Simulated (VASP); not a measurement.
## Be2C: single point with PBE

Be2C:

```
Be C
1.0
     0.00000    2.26219    2.26219
     2.26219    0.00000    2.26219
     2.26219    2.26219    0.00000
Be C
2 1
Direct
  0.25000 0.25000 0.25000
  0.75000 0.75000 0.75000
  0.00000 0.00000 0.00000
```

This cell differs from its parent crystal: strained.

| Quantity | Value |
| --- | --- |
| Program | VASP 6.6.1 |
| Task | single point |
| Functional | PBE |
| Potentials or basis | VASP PAW PBE potentials, release 64 (Be, C) |
| Cutoff | 600 eV |
| k mesh | 12 × 12 × 12 |
| Occupations | gaussian, width 0.02 eV |
| Spin | no spin polarisation |
| Dipole correction | no |
| Further INCAR settings | ALGO = Normal; EDIFF = 1e-06; NBANDS = 11 |

- Pressure: -21.0 GPa
- Band gap on the k mesh: 1.10 eV (least direct gap 3.88 eV)

Levels at points of the mesh, in eV from the valence-band top:
```csv
k point,band 1,band 2,band 3,band 4,band 5,band 6,band 7,band 8
"(0.00, 0.00, 0.00)",-14.10,0.00,0.00,0.00,3.88,3.88,3.88,5.35
"(0.50, 0.00, 0.00)",-11.55,-7.94,-1.63,-1.63,4.74,4.74,5.67,9.01
"(0.50, 0.50, 0.00)",-10.83,-6.30,-4.21,-4.21,1.10,4.86,11.89,11.89
```

Wall time 46 s on 1 thread of Intel Xeon 8259CL (shared host), peak memory 0.16 GiB.

Caveat: the cell differs from its parent crystal (strained); the cell stands under tension. A k mesh can miss the band edges.
